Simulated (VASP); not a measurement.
# Cr (P6_3/mmc) in VASP: further runs, part 2 of 2

VASP 6.6.1.

### Step 3. Single point, PBE, collinear spin, ferromagnetic start (10.01 Å³/atom)

The input, INCAR:

```
PREC = Accurate
ENCUT = 520
EDIFF = 1E-6
ISMEAR = -1
SIGMA = 0.08
LREAL = False
LASPH = True
NELM = 150
ALGO = Normal
ISIF = 2
LWAVE = False
LCHARG = False
ISPIN = 2
MAGMOM = 2 2
LORBIT = 11
LMAXMIX = 4
GGA = PE
NBANDS = 23
```

The input, KPOINTS:

```
regular mesh
0
Gamma
  19 19 10
```

The input, POSCAR:

```
Cr
1.0
    2.3572456148      0.0000000000      0.0000000000
   -1.1786228074      2.0414345854      0.0000000000
    0.0000000000      0.0000000000      4.1623308175
Cr
2
Direct
    0.3333333333      0.6666666667      0.2500000000
    0.6666666667      0.3333333333      0.7500000000
```

Potentials or basis: VASP PAW PBE potentials, release 64 (Cr_pv).

Started as:

```console
$ cat potpaw_PBE.64/Cr_pv/POTCAR > POTCAR
$ mpirun -np 1 vasp_std > vasp.out
```

OUTCAR:

```text
PREC = Accurate
   ENCUT = 520
   EDIFF = 1E-6
   ISMEAR = -1
   LREAL = False
   LASPH = True
   NELM = 150
   ISIF = 2
   ISPIN = 2
   LORBIT = 11
   GGA = PE

 ion  position               nearest neighbor table
   1  0.333  0.667  0.250-   2 2.49   2 2.49   2 2.49   2 2.49   2 2.49   2 2.49
   2  0.667  0.333  0.750-   1 2.49   1 2.49   1 2.49   1 2.49   1 2.49   1 2.49

  LATTYP: Found a hexagonal cell.
 ALAT       =     2.3572456148
 C/A-ratio  =     1.7657603397

  Lattice vectors:

 A1 = (   2.3572456148,   0.0000000000,   0.0000000000)
 A2 = (  -1.1786228074,   2.0414345854,   0.0000000000)
 A3 = (   0.0000000000,   0.0000000000,   4.1623308175)

Analysis of symmetry for initial positions (statically):
=====================================================================
 Subroutine PRICEL returns:
 Original cell was already a primitive cell.

 Routine SETGRP: Setting up the symmetry group for a
 hexagonal supercell.

 Subroutine GETGRP returns: Found 24 space group operations
 (whereof 12 operations were pure point group operations)
 out of a pool of 24 trial point group operations.

The static configuration has the point symmetry D_3d.
 The point group associated with its full space group is D_6h.

Analysis of symmetry for dynamics (positions and initial velocities):
=====================================================================
 Subroutine PRICEL returns:
 Original cell was already a primitive cell.

 Routine SETGRP: Setting up the symmetry group for a
 hexagonal supercell.

 Subroutine GETGRP returns: Found 24 space group operations
 (whereof 12 operations were pure point group operations)
 out of a pool of 24 trial point group operations.

The dynamic configuration has the point symmetry D_3d.
 The point group associated with its full space group is D_6h.

Analysis of structural, dynamic, and magnetic symmetry:
[... 155 lines left out ...]
  ---------------------------------------------------
  ext. energy  EPLUGINS =         0.00000000
  ---------------------------------------------------
  free energy    TOTEN  =       -17.66578683 eV

  energy without entropy =      -17.60797608  energy(sigma->0) =      -17.63688146

 E-fermi :  12.9566     XC(G=0): -14.4974

 val. band max:       12.9546188569   @ k =   0.4211   0.1579   0.2000
 cond. band min:      12.9661501718   @ k =   0.3158   0.0526   0.1000
 fundamental gap:      0.0115313148
 Fermi energy:        12.9566243950

 spin component 1

 k-point     1 :       0.0000    0.0000    0.0000
  band No.  band energies     occupation
      1     -30.5417      1.00000
      2     -29.3277      1.00000
      3     -29.1928      1.00000
      4     -29.1928      1.00000
      5     -29.0773      1.00000
      6     -29.0773      1.00000
[... 613 lines left out ...]
     22      26.7546      0.00000
     23      30.4889      0.00000

 [... further k-points ...]

 spin component 2

 k-point     1 :       0.0000    0.0000    0.0000
  band No.  band energies     occupation
      1     -30.5416      1.00000
      2     -29.3277      1.00000
      3     -29.1927      1.00000
      4     -29.1927      1.00000
      5     -29.0773      1.00000
      6     -29.0773      1.00000
[... 613 lines left out ...]
     22      26.7547      0.00000
     23      30.4890      0.00000

 [... further k-points ...]

------------------------ aborting loop because EDIFF is reached ----------------------------------------

  FORCE on cell =-STRESS in cart. coord.  units (eV):
  Direction    XX          YY          ZZ          XY          YZ          ZX
  --------------------------------------------------------------------------------------
  -------------------------------------------------------------------------------------
  Total        7.2389074      7.2389074      7.2194106      0.0000000      0.0000000      0.0000000
  in kB      579.0375179    579.0375179    577.4779788      0.0000000      0.0000000      0.0000000
  external PRESSURE =     578.5176715 kB  Pullay stress =       0.0000000 kB

 VOLUME and BASIS-vectors are now :
 -----------------------------------------------------------------------------
  energy-cutoff  :      520.00
  volume of cell :       20.03
      direct lattice vectors                 reciprocal lattice vectors
     2.357245615  0.000000000  0.000000000     0.424223931  0.244925801  0.000000000
    -1.178622807  2.041434585  0.000000000     0.000000000  0.489851601  0.000000000
     0.000000000  0.000000000  4.162330818     0.000000000  0.000000000  0.240250005

 POSITION                                       TOTAL-FORCE (eV/Angst)
 -----------------------------------------------------------------------------------
     -0.00000      1.36096      1.04058        -0.000000      0.000000      0.000000
      1.17862      0.68048      3.12175         0.000000     -0.000000      0.000000
 -----------------------------------------------------------------------------------
    total drift:                               -0.000000      0.000000     -0.000000

  FREE ENERGIE OF THE ION-ELECTRON SYSTEM (eV)
  ---------------------------------------------------
  free  energy   TOTEN  =       -17.6657868345 eV

  energy  without entropy=      -17.6079760811  energy(sigma->0) =      -17.63688146

 total charge

# of ion       s       p       d       tot
------------------------------------------
    1        0.507   6.477   4.457  11.441
    2        0.507   6.477   4.457  11.441
--------------------------------------------------
tot          1.015  12.954   8.914  22.883

 magnetization (x)

# of ion       s       p       d       tot
------------------------------------------
    1        0.000   0.000  -0.000  -0.000
    2        0.000   0.000  -0.000  -0.000
--------------------------------------------------
tot          0.000   0.000  -0.000  -0.000
```

Run time: 3.7 min. Hardware: 1 thread of Intel Xeon 8259CL, shared host; peak memory 0.26 GiB.

What came out:

```yaml
Free_energy: -17.6658 eV
Pressure: 57.9 GPa
Band_gap_on_the_k_mesh: zero (filled and empty bands overlap)
Net_moment: 0.00 μB per cell
Valence_electrons_inside_the_program's_atomic_spheres: Cr 11.44
```

Stress tensor (GPa, compression positive):
```
57.90  0.00  0.00
 0.00 57.90  0.00
 0.00  0.00 57.75
```

Caveat: the cell stands under pressure; an empty level that is flat over the whole mesh can mark a ghost state of the potentials, or a narrow d or f band.

### Step 4. Relaxation of shape and atoms at fixed volume, PBE, collinear spin, ferromagnetic start

This run uses another cell than the first one, of 9.06 Å³/atom.

The input, INCAR:

```
SYSTEM = Cr
  PREC = Accurate
  ENCUT = 600
  EDIFF = 1E-6
  ISMEAR = -1
  SIGMA = 0.08
  LREAL = .FALSE.
  LASPH = .TRUE.
  NELM = 150
  ALGO = Normal
  ISIF = 4
  LWAVE = .FALSE.
  LCHARG = .FALSE.
  ISPIN = 2
  MAGMOM = 2 2
  LORBIT = 11
  LMAXMIX = 4
  GGA = PE
  IBRION = 2
  NSW = 50
  EDIFFG = -0.005
```

The input, KPOINTS:

```
regular mesh
0
G
  19 19 10
  0 0 0
```

The input, POSCAR:

```
Cr
1.0
    2.2702633129      0.0000000000      0.0000000000
   -1.1351316564      1.9661057023      0.0000000000
    0.0000000000      0.0000000000      4.0600194260
Cr
2
Direct
    0.3333333333      0.6666666667      0.2500000000
    0.6666666667      0.3333333333      0.7500000000
```

Potentials or basis: VASP PAW PBE potentials, release 64 (Cr_pv).

Started as:

```console
$ cat potpaw_PBE.64/Cr_pv/POTCAR > POTCAR
$ mpirun -np 1 vasp_std > vasp.out
```

OUTCAR:

```text
SYSTEM = Cr
   PREC = Accurate
   ENCUT = 600
   EDIFF = 1E-6
   ISMEAR = -1
   LREAL = .FALSE.
   LASPH = .TRUE.
   NELM = 150
   ISIF = 4
   ISPIN = 2
   LORBIT = 11
   GGA = PE
   IBRION = 2
   NSW = 50
   EDIFFG = -0.005

 ion  position               nearest neighbor table
   1  0.333  0.667  0.250-   2 2.42   2 2.42   2 2.42   2 2.42   2 2.42   2 2.42
   2  0.667  0.333  0.750-   1 2.42   1 2.42   1 2.42   1 2.42   1 2.42   1 2.42

  LATTYP: Found a hexagonal cell.
 ALAT       =     2.2702633129
 C/A-ratio  =     1.7883473705

  Lattice vectors:

 A1 = (   2.2702633129,   0.0000000000,   0.0000000000)
 A2 = (  -1.1351316564,   1.9661057023,   0.0000000000)
 A3 = (   0.0000000000,   0.0000000000,   4.0600194260)

Analysis of symmetry for initial positions (statically):
=====================================================================
 Subroutine PRICEL returns:
 Original cell was already a primitive cell.

[... 277 lines left out ...]
 cond. band min:      14.6353296051   @ k =   0.2632   0.2632   0.2000
 fundamental gap:      0.0100105313
 Fermi energy:        14.6288803019

 spin component 1

 k-point     1 :       0.0000    0.0000    0.0000
  band No.  band energies     occupation
      1     -29.1316      1.00000
      2     -27.4381      1.00000
      3     -27.3335      1.00000
      4     -27.3335      1.00000
      5     -27.1716      1.00000
      6     -27.1716      1.00000
[... 493 lines left out ...]
     17      19.1193      0.00000
     18      22.4333      0.00000

 [... further k-points ...]

 spin component 2

 k-point     1 :       0.0000    0.0000    0.0000
  band No.  band energies     occupation
      1     -29.1316      1.00000
      2     -27.4381      1.00000
      3     -27.3335      1.00000
      4     -27.3335      1.00000
      5     -27.1716      1.00000
      6     -27.1716      1.00000
[... 524 lines left out ...]
  FREE ENERGIE OF THE ION-ELECTRON SYSTEM (eV)
  ---------------------------------------------------
  free  energy   TOTEN  =       -16.6750838961 eV

  energy  without entropy=      -16.6217779982  energy(sigma->0) =      -16.64843095

 reached required accuracy - stopping structural energy minimisation

 total charge

# of ion       s       p       d       tot
------------------------------------------
    1        0.550   6.544   4.647  11.740
    2        0.550   6.544   4.647  11.740
--------------------------------------------------
tot          1.099  13.087   9.294  23.481

 magnetization (x)

# of ion       s       p       d       tot
------------------------------------------
    1        0.000   0.000  -0.000   0.000
    2        0.000   0.000  -0.000   0.000
--------------------------------------------------
tot          0.000   0.000  -0.000   0.000
```

Run time: 2.4 min. Hardware: 1 thread of Intel Xeon 6975P-C (Granite Rapids), shared host; peak memory 0.25 GiB.

What came out:

* Free energy: -16.6751 eV
* Energy gained by relaxing: 4.7 meV/atom
* Ionic steps: 3
* Pressure after relaxing: 112.1 GPa
* Band gap on the k mesh: zero (filled and empty bands overlap)
* Net moment: 0.00 μB per cell
* Valence electrons inside the program's atomic spheres: Cr 11.74

The path:
| step | energy change (eV) | largest force (eV/Å) | pressure (GPa) | volume (Å³) |
| --- | --- | --- | --- | --- |
| 1 | 0.0000 | 0.0000 | 112.87 | 18.12 |
| 2 | -0.0070 | 0.0000 | 111.96 | 18.12 |
| 3 | -0.0095 | 0.0000 | 112.09 | 18.12 |

Final structure:
```xyz
2
Lattice="2.2866 0.0000 0.0000 -1.1433 1.9803 0.0000 0.0000 0.0000 4.0021" Properties=species:S:1:pos:R:3 pbc="T T T"
Cr    0.0000    1.3202    1.0005
Cr    1.1433    0.6601    3.0016
```
